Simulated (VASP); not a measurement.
Write the native input for VASP 6.6.1 that does the following.

```yaml
Task: single point
Functional: LDA
Potentials_or_basis: VASP PAW LDA potentials, release 64 (Ni)
Cutoff: 520 eV
k_mesh: 16 × 16 × 16
Occupations: methfessel-paxton, width 0.3 eV
Spin: collinear spin, ferromagnetic start
Starting_moments: "[0.607] μB"
Dipole_correction: no
Further_INCAR_settings: ALGO = Normal; EDIFF = 1e-07; NBANDS = 15
```

The structure of Ni lies in POSCAR:

```
Ni
1.0
    0.0000000000      1.7124646296      1.7124646296
    1.7124646296      0.0000000000      1.7124646296
    1.7124646296      1.7124646296      0.0000000000
Ni
1
Direct
    0.0000000000      0.0000000000      0.0000000000
```

The input as run:

INCAR

```
  PREC = Accurate
  ENCUT = 520
  EDIFF = 1E-7
  ISMEAR = 1
  SIGMA = 0.3
  LREAL = False
  LASPH = True
  NELM = 150
  ALGO = Normal
  ISIF = 2
  LWAVE = False
  LCHARG = True
  ISPIN = 2
  MAGMOM = 0.607
  LORBIT = 11
  LMAXMIX = 4
  GGA = CA
  LELF = True
  LVHAR = True
  NBANDS = 15
```

KPOINTS

```
Automatic mesh
0
Gamma
  16 16 16
```

Potentials or basis: VASP PAW LDA potentials, release 64 (Ni).

Run with:

```sh
$ cat potpaw_LDA.64/Ni/POTCAR > POTCAR
$ mpirun -np 1 vasp_std > vasp.out
```

Results of the run:

```json
{"Pressure": "-0.5 GPa", "Net moment": "0.59 μB per cell", "Site moments": "Ni +0.59 μB", "Valence electrons inside the program's atomic spheres": "Ni 9.47"}
```

Caveat: so wide a smearing shifts energies and pressures.

Run time: 42 s on 1 thread of Intel Xeon 8259CL, with other jobs on the host, peak memory 0.15 GiB.
